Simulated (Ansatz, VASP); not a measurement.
# One calculation of TiAu, two programs

File INCAR:

```
ALGO = Normal
EDIFF = 1E-6
ENCUT = 520
GGA = CA
ISIF = 2
ISMEAR = -1
LASPH = True
LCHARG = False
LREAL = False
LWAVE = False
NBANDS = 31
NELM = 60
PREC = Accurate
SIGMA = 0.15
```

File KPOINTS:

```
k-points
0
Gamma
  5 8 5
```

File POSCAR:

```
TiAu
1.0
    4.6150710000      0.0000000000      0.0000000000
    0.0000000000      2.9551940000      0.0000000000
    0.0000000000      0.0000000000      4.9475130000
Ti Au
2 2
Direct
    0.2500000000      0.0000000000      0.8201910000
    0.7500000000      0.0000000000      0.1798090000
    0.2500000000      0.5000000000      0.3241100000
    0.7500000000      0.5000000000      0.6758900000
```

Input for Ansatz:

```yaml
crystal:
  lattice:
    - [4.615071, 0.0, 0.0]
    - [0.0, 2.955194, 0.0]
    - [0.0, 0.0, 4.947513]
  atoms:
    - { symbol: Ti, position: [0.25, 0.0, 0.820191] }
    - { symbol: Ti, position: [0.75, 0.0, 0.179809] }
    - { symbol: Au, position: [0.25, 0.5, 0.32411] }
    - { symbol: Au, position: [0.75, 0.5, 0.67589] }
kpoints:
  mp_grid:
    grid: [5, 8, 5]
hamiltonian:
  xc: lda
  pseudopotentials:
    kind: paw
scf:
  occupations:
    method: fermi_dirac
    width: 0.15
output:
  forces: true
  stress: true
  eigenvalues: true
```

Alike in both runs: task single point; functional LDA; k mesh 5 × 8 × 5; occupations fermi-dirac, width 0.15 eV; no spin polarisation.

```csv
,VASP,Ansatz
version,VASP 6.6.1,Ansatz 0.2.0
potentials or method,"VASP PAW LDA potentials, release 64 (Ti_sv, Au)","plane waves, PAW"
plane-wave cutoff (eV),520,420
valence electrons in the cell,46,62
```

Ansatz gave:

* gap on the k mesh at the Fermi level (eV): none
* pressure (GPa): -9.8
* traceless stress, the component that is largest in VASP (GPa): -1.67
* rms of the force components (eV/Å): 0.124

Problem. What did VASP give for the same quantities?

Solution. gap on the k mesh at the Fermi level (eV): none; pressure (GPa): -9.4; traceless stress, the component that is largest in VASP (GPa): -1.73; rms of the force components (eV/Å): 0.120.

LDA's correlation is that of Perdew and Zunger in VASP and of Perdew and Wang (1992) in Ansatz. Atom by atom the forces differ by 0.004 eV/Å (rms over components). A gap of «none» marks a metal or a gap that the smearing closes. VASP's potentials hold 46 valence electrons a cell and Ansatz's 62, so a difference there can come from the potentials and not from the codes.

Neither program's run includes spin-orbit coupling.
